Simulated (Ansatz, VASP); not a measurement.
**Two plane-wave programs on Sc**

INCAR

```
PREC = Accurate
ENCUT = 520
EDIFF = 1E-6
ISMEAR = -1
SIGMA = 0.1
LREAL = F
LASPH = T
NELM = 100
ALGO = Normal
ISIF = 2
LWAVE = F
LCHARG = F
GGA = PE
NBANDS = 12
```

File KPOINTS:

```
regular mesh
0
Gamma
  15 15 14
```

Contents of POSCAR:

```
Sc
1.0
    3.0614230831      0.0000000000      0.0000000000
   -1.5307115416      2.6512701617      0.0000000000
    0.0000000000      0.0000000000      2.8732629604
Sc
1
Direct
    0.0000000000      0.0000000000      0.0000000000
```

Input for Ansatz:

```yaml
crystal:
  lattice:
    - [3.0614230831, 0.0, 0.0]
    - [-1.5307115416, 2.6512701617, 0.0]
    - [0.0, 0.0, 2.8732629604]
  atoms:
    - { symbol: Sc, position: [0.0, 0.0, 0.0] }
kpoints:
  mp_grid: { grid: [15, 15, 14] }
scf:
  occupations: { method: fermi_dirac, width: 0.1 }
hamiltonian:
  xc: pbe
  pseudopotentials: { kind: nc }
output:
  forces: true
  stress: true
  eigenvalues: true
```

Change from the starting cell: volume scaled by 0.92, norm-conserving files.

Alike in both runs: task single point; functional PBE; k mesh 15 × 15 × 14; occupations fermi-dirac, width 0.1 eV; no spin polarisation.

```csv
,VASP,Ansatz
version,VASP 6.6.1,Ansatz 0.2.0
potentials or method,"VASP PAW PBE potentials, release 64 (Sc_sv)","norm-conserving pseudopotentials, scalar-relativistic"
plane-wave cutoff (eV),520,1061
valence electrons in the cell,11,11
```

```csv
,VASP,Ansatz,Ansatz less VASP
pressure (GPa),4.1,4.0,-0.04
```
